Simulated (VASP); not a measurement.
Crystal: Mg3ScBr3.

```
Mg Sc Br
1.0
     5.66278    0.00000    0.00000
     0.00000    5.66278    0.00000
     0.00000    0.00000    5.66278
Mg Sc Br
3 1 3
Direct
  0.00000 0.50000 0.50000
  0.50000 0.50000 0.00000
  0.50000 0.00000 0.50000
  0.50000 0.50000 0.50000
  0.00000 0.50000 0.00000
  0.50000 0.00000 0.00000
  0.00000 0.00000 0.50000
```

| Property | Result |
| --- | --- |
| Program | VASP 6.6.1 |
| Task | relaxation of cell and atoms |
| Functional | PBE |
| Potentials or basis | VASP PAW PBE potentials, release 64 (Mg, Sc_sv, Br) |
| Cutoff | 600 eV |
| k mesh | 4 × 4 × 4 |
| Occupations | gaussian, width 0.1 eV |
| Spin | no spin polarisation |

At the start: pressure 5.8 GPa; volume 25.94 Å³/atom.

How do energy, volume and symmetry change on relaxing?

Over 3 steps the energy falls by 79.5 meV/atom and the volume is 31.33 Å³/atom (+20.8 %); space group Pm-3m (No. 221, to 0.05 Å).

The path:
| step | energy change (eV) | largest force (eV/Å) | pressure (GPa) | volume (Å³) |
| --- | --- | --- | --- | --- |
| 1 | 0.0000 | 0.0000 | 5.83 | 181.59 |
| 2 | -0.5248 | 0.0000 | 1.14 | 207.54 |
| 3 | -0.5566 | 0.0000 | -0.20 | 219.32 |

Final structure:
```
Mg Sc Br
1.0
     6.03055    0.00000    0.00000
     0.00000    6.03055    0.00000
     0.00000    0.00000    6.03055
Mg Sc Br
3 1 3
Direct
  0.00000 0.50000 0.50000
  0.50000 0.50000 0.00000
  0.50000 0.00000 0.50000
  0.50000 0.50000 0.50000
  0.00000 0.50000 0.00000
  0.50000 0.00000 0.00000
  0.00000 0.00000 0.50000
```

Caveat: the volume moved by over 15 % at a fixed basis, so the end points are rough.
